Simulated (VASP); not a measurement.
# MgO (P6_3/mmc) in VASP: settings compared

MgO is run at these levels: PBE, r2SCAN; tasks: single point.

All numbers are computed with VASP 6.6.1; they aren't measurements. Logs are shortened: lines on timing, memory, paths and dates and some standing lists are left out, and cuts for length are marked.

## 1. The cell of the first run

The structure is hexagonal, space group P6_3/mmc (No. 194). The conventional cell has a = 3.521 Å, b = 3.521 Å, c = 4.237 Å, α = 90.00°, β = 90.00°, γ = 120.00°. Mg (site symmetry -6m2) has 5 O at 2.03 to 2.12 Å within 2.7 Å. Within 2.7 Å of O (site symmetry -6m2) lie 5 Mg at 2.03 to 2.12 Å.

## 2. Single point, PBE

INCAR

```
PREC     = Accurate       # precision mode
ENCUT    = 520            # plane-wave cutoff, eV
EDIFF    = 1E-7           # SCF threshold, eV
ISMEAR   = 0              # smearing method
SIGMA    = 0.1            # smearing width, eV
LREAL    = F              # projectors in reciprocal space
LASPH    = T              # aspherical terms in the spheres
NELM     = 100            # most SCF steps
ALGO     = Normal         # electronic algorithm
ISIF     = 2              # what is computed and relaxed
LWAVE    = F              # write WAVECAR
LCHARG   = F              # write CHGCAR
GGA      = PE             # functional
NBANDS   = 16             # bands
```

KPOINTS

```
Automatic mesh
0
Gamma
  6 6 4
```

POSCAR

```
MgO
1.0
    3.5209197276      0.0000000000      0.0000000000
   -1.7604598638      3.0492059288      0.0000000000
    0.0000000000      0.0000000000      4.2370794744
Mg O
2 2
Direct
    0.6666666667      0.3333333333      0.7500036712
    0.3333333333      0.6666666667      0.2500036712
    0.6666666667      0.3333333333      0.2499963288
    0.3333333333      0.6666666667      0.7499963288
```

Potentials or basis: VASP PAW PBE potentials, release 64 (Mg, O).

The run is started by

```
> cat potpaw_PBE.64/Mg/POTCAR potpaw_PBE.64/O/POTCAR > POTCAR
> mpirun -np 1 vasp_std > vasp.out
```

OUTCAR:

```text
PREC = Accurate
   ENCUT = 520
   EDIFF = 1E-7
   ISMEAR = 0
   LREAL = F
   LASPH = T
   NELM = 100
   ISIF = 2
   GGA = PE

 ion  position               nearest neighbor table
   1  0.667  0.333  0.750-   4 2.03   4 2.03   4 2.03   3 2.12   3 2.12   2 2.94   2 2.94   2 2.94
                             2 2.94   2 2.94   2 2.94
   2  0.333  0.667  0.250-   3 2.03   3 2.03   3 2.03   4 2.12   4 2.12   1 2.94   1 2.94   1 2.94
                             1 2.94   1 2.94   1 2.94
   3  0.667  0.333  0.250-   2 2.03   2 2.03   2 2.03   1 2.12   1 2.12
   4  0.333  0.667  0.750-   1 2.03   1 2.03   1 2.03   2 2.12   2 2.12

  LATTYP: Found a hexagonal cell.
 ALAT       =     3.5209197276
 C/A-ratio  =     1.2034013276

  Lattice vectors:

 A1 = (   3.5209197276,   0.0000000000,   0.0000000000)
 A2 = (  -1.7604598638,   3.0492059288,   0.0000000000)
 A3 = (   0.0000000000,   0.0000000000,   4.2370794744)

Analysis of symmetry for initial positions (statically):
=====================================================================
 Subroutine PRICEL returns:
 Original cell was already a primitive cell.

 Routine SETGRP: Setting up the symmetry group for a
 hexagonal supercell.

 Subroutine GETGRP returns: Found 12 space group operations
 (whereof  6 operations were pure point group operations)
 out of a pool of 24 trial point group operations.

The static configuration has the point symmetry C_3v.
 The point group associated with its full space group is C_6v.

Analysis of symmetry for dynamics (positions and initial velocities):
=====================================================================
 Subroutine PRICEL returns:
 Original cell was already a primitive cell.

 Routine SETGRP: Setting up the symmetry group for a
 hexagonal supercell.

 Subroutine GETGRP returns: Found 12 space group operations
 (whereof  6 operations were pure point group operations)
 out of a pool of 24 trial point group operations.

The dynamic configuration has the point symmetry C_3v.
 The point group associated with its full space group is C_6v.

 Subroutine INISYM returns: Found 12 space group operations
 (whereof  6 operations are pure point group operations),
 and found     1 'primitive' translations

[... 93 lines left out ...]
   NELM   =    100;   NELMIN=  2; NELMDL= -5     # of ELM steps
   EDIFF  = 0.1E-06   stopping-criterion for ELM
   LREAL  =      F    real-space projection
   EDIFFG = 0.1E-05   stopping-criterion for IOM
   NSW    =      0    number of steps for IOM
   IBRION =     -1    ionic relax: 0-MD 1-quasi-New 2-CG
   NFREE  =      0    steps in history (QN), initial steepest desc. (CG)
   ISIF   =      2    stress and relaxation
   ISYM   =      2    0-nonsym 1-usesym 2-fastsym
   POTIM  = 0.5000    time-step for ionic-motion
   TEBEG  =    0.0;   TEEND  =   0.0 temperature during run
   PSTRESS=    0.0 pullay stress
   NELECT =      16.0000    total number of electrons
   NUPDOWN=      -1.0000    fix difference up-down
   EMIN   =  10.00;   EMAX   =-10.00  energy-range for DOS
   EFERMI =   0.00;   METHOD = LEGACY
   ISMEAR =     0;   SIGMA  =   0.10  broadening in eV -4-tet -1-fermi 0-gaus
   EFERMI_NEDOS =   21; number of points for ismear=-14 and -15
   IALGO  =     38    algorithm
   IMIX   =      4    mixing-type and parameters
     AMIX     =   0.40;   BMIX     =  1.00
     AMIX_MAG =   1.60;   BMIX_MAG =  1.00
  volume/ion in A,a.u.               =      11.37        76.74
  Fermi-wavevector in a.u.,A,eV,Ry     =   1.155611  2.183788 18.169720  1.335437
  Thomas-Fermi vector in A             =   2.292238
   LORBIT       =      0    0 simple, 1 ext, 2 COOP (PROOUT), +10 PAW based schemes
   GGA     = PE    functional components
   LHFCALC =     F    Hartree Fock is set to
   AEXX    =    0.0000 exact exchange contribution
   IVDW    =     0    specifies the selected vdW correction
   LEPSILON=     F    determine dielectric tensor
   LRPA    =     F    only Hartree local field effects (RPA)
 non-spin polarized calculation
 Gauss-broadening in eV      SIGMA  =   0.10
  energy-cutoff  :      520.00
  volume of cell :       45.49
 maximum number of plane-waves:      1252
 NGX is ok and might be reduce to    28
   NGX = 13   NGY = 13   NGZ = 15

 number of electron      15.9999990 magnetization

 Free energy of the ion-electron system (eV)
  ---------------------------------------------------
  ext. energy  EPLUGINS =         0.00000000
  ---------------------------------------------------
  free energy    TOTEN  =       -23.67511328 eV

  energy without entropy =      -23.67511328  energy(sigma->0) =      -23.67511328

 E-fermi :   2.2842     XC(G=0):  -9.9267

 val. band max:        1.7955689956   @ k =   0.0000   0.0000   0.0000
 cond. band min:       5.0574973679   @ k =   0.0000   0.0000   0.0000
 fundamental gap:      3.2619283723
 Fermi energy:         2.2842337317

 k-point     1 :       0.0000    0.0000    0.0000
  band No.  band energies     occupation
      1     -15.0004      2.00000
      2     -13.6926      2.00000
      3      -1.7404      2.00000
      4       0.1237      2.00000
      5       0.1237      2.00000
      6       1.0230      2.00000
[... 376 lines left out ...]
      3      -1.6962      2.00000
      4      -1.6962      2.00000
      5      -0.6007      2.00000
      6      -0.6007      2.00000
[... 8 lines left out ...]
     15      19.0654      0.00000
     16      19.0654      0.00000

------------------------ aborting loop because EDIFF is reached ----------------------------------------

  FORCE on cell =-STRESS in cart. coord.  units (eV):
  Direction    XX          YY          ZZ          XY          YZ          ZX
  --------------------------------------------------------------------------------------
  -------------------------------------------------------------------------------------
  Total       -0.1286958     -0.1286958     -0.1545399      0.0000000     -0.0000000      0.0000000
  in kB       -4.5327877     -4.5327877     -5.4430429      0.0000000     -0.0000000      0.0000000
  external PRESSURE =      -4.8362061 kB  Pullay stress =       0.0000000 kB

 VOLUME and BASIS-vectors are now :
 -----------------------------------------------------------------------------
  energy-cutoff  :      520.00
  volume of cell :       45.49
      direct lattice vectors                 reciprocal lattice vectors
     3.520919728  0.000000000  0.000000000     0.284016699  0.163977118  0.000000000
    -1.760459864  3.049205929  0.000000000     0.000000000  0.327954236  0.000000000
     0.000000000  0.000000000  4.237079474     0.000000000  0.000000000  0.236011622

 POSITION                                       TOTAL-FORCE (eV/Angst)
 -----------------------------------------------------------------------------------
      1.76046      1.01640      3.17783         0.000000      0.000000     -0.000134
     -0.00000      2.03280      1.05929        -0.000000      0.000000     -0.000134
      1.76046      1.01640      1.05925        -0.000000     -0.000000      0.000134
     -0.00000      2.03280      3.17779         0.000000      0.000000      0.000134
 -----------------------------------------------------------------------------------
    total drift:                                0.000000     -0.000000     -0.000001

  FREE ENERGIE OF THE ION-ELECTRON SYSTEM (eV)
  ---------------------------------------------------
  free  energy   TOTEN  =       -23.6751132798 eV

  energy  without entropy=      -23.6751132798  energy(sigma->0) =      -23.67511328
```

OSZICAR:

```text
N       E                     dE             d eps       ncg     rms          rms(c)
DAV:   1     0.673124824621E+02    0.67312E+02   -0.76567E+03   672   0.896E+02
DAV:   2    -0.230415099323E+02   -0.90354E+02   -0.81229E+02   960   0.194E+02
DAV:   3    -0.276276945104E+02   -0.45862E+01   -0.45707E+01   760   0.457E+01
DAV:   4    -0.276480474994E+02   -0.20353E-01   -0.20352E-01   808   0.360E+00
DAV:   5    -0.276481471910E+02   -0.99692E-04   -0.99691E-04   784   0.246E-01    0.112E+01
DAV:   6    -0.237438762908E+02    0.39043E+01   -0.10520E+01   680   0.249E+01    0.364E+00
DAV:   7    -0.236926729181E+02    0.51203E-01   -0.15478E-01   672   0.319E+00    0.213E+00
DAV:   8    -0.236770109671E+02    0.15662E-01   -0.99400E-02   696   0.335E+00    0.533E-01
DAV:   9    -0.236741617602E+02    0.28492E-02   -0.69401E-03   840   0.749E-01    0.115E-01
DAV:  10    -0.236750930647E+02   -0.93130E-03   -0.91166E-04   672   0.210E-01    0.342E-02
DAV:  11    -0.236751151327E+02   -0.22068E-04   -0.27287E-05   744   0.382E-02    0.223E-02
DAV:  12    -0.236751136349E+02    0.14979E-05   -0.10974E-05   688   0.263E-02    0.464E-03
DAV:  13    -0.236751132857E+02    0.34921E-06   -0.12409E-06   768   0.848E-03    0.487E-04
DAV:  14    -0.236751132798E+02    0.58521E-08   -0.26624E-08   440   0.158E-03
   1 F= -.23675113E+02 E0= -.23675113E+02  d E =-.166880E-13
```

Wall time 8.3 s (1 thread of Intel Xeon 6975P-C (Granite Rapids), shared host); peak memory 0.16 GiB.

What came out:

```yaml
Free_energy: -23.6751 eV
Pressure: -0.5 GPa
Band_gap_on_the_k_mesh: 3.26 eV
```

[end of part 1 of 2]
